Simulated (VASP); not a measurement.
Runs of VASP 6.6.1 on C. The structure is that of space group R-3m (No. 166), or close to it. The cells are those of the table. 

```csv
cell,gap on the mesh (eV),pressure (GPa)
"a = 2.412, b = 2.412, c = 3.696 Å, angles 108.5, 108.5, 60.0°, 2 atoms",0.78,12.7
"a = 2.499, b = 2.499, c = 3.830 Å, angles 108.5, 108.5, 60.0°, 2 atoms",0.75,-15.9
"a = 2.520, b = 2.520, c = 3.862 Å, angles 108.5, 108.5, 60.0°, 2 atoms",0.74,-21.1
"a = 2.389, b = 2.389, c = 3.661 Å, angles 108.5, 108.5, 60.0°, 2 atoms",(b),22.3
"a = 2.434, b = 2.434, c = 3.731 Å, angles 108.5, 108.5, 60.0°, 2 atoms",0.78,4.2
"a = 2.456, b = 2.456, c = 3.765 Å, angles 108.5, 108.5, 60.0°, 2 atoms",(c),-3.4
"a = 2.478, b = 2.478, c = 3.798 Å, angles 108.5, 108.5, 60.0°, 2 atoms",(a),-10.0
```

Alike in all rows: task single point; level LDA; potentials or basis VASP PAW LDA potentials, release 64 (C); no spin polarisation; k mesh 14 × 14 × 8; cutoff (eV) 520; smearing methfessel-paxton 0.1 eV.

Problem. Estimate the missing entries.

Solution. (a) 0.76; (b) 0.79; (c) 0.77.

A k mesh can miss the band edges.
